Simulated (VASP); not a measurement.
Here is a VASP 6.6.1 calculation.

File INCAR:

```
  PREC = Accurate
  ENCUT = 500
  EDIFF = 1E-6
  ISMEAR = 0
  SIGMA = 0.1
  LREAL = F
  LASPH = T
  NELM = 120
  ALGO = Normal
  ISIF = 2
  LWAVE = F
  LCHARG = F
  NBANDS = 11
  GGA_COMPAT = F
```

File KPOINTS:

```
Automatic mesh
0
Gamma
  6 6 6
```

The input POSCAR:

```
AlP
1.0
    0.0000000000      2.7350000000      2.7350000000
    2.7350000000      0.0000000000      2.7350000000
    2.7350000000      2.7350000000      0.0000000000
Al P
1 1
Direct
    0.0000000000      0.0000000000      0.0000000000
    0.2500000000      0.2500000000      0.2500000000
```

Potentials or basis: VASP PAW LDA potentials, release 64 (Al, P).

Launch:

```bash
$ cat potpaw_LDA.64/Al/POTCAR potpaw_LDA.64/P/POTCAR > POTCAR
$ mpirun -np 1 vasp_std > vasp.out
```

Question: Predict the band gap on the k mesh.

Answer: 1.45 eV, indirect (least direct gap 3.07 eV).

Question: Estimate the pressure.

Answer: -1.6 GPa.

A k mesh can miss the band edges.
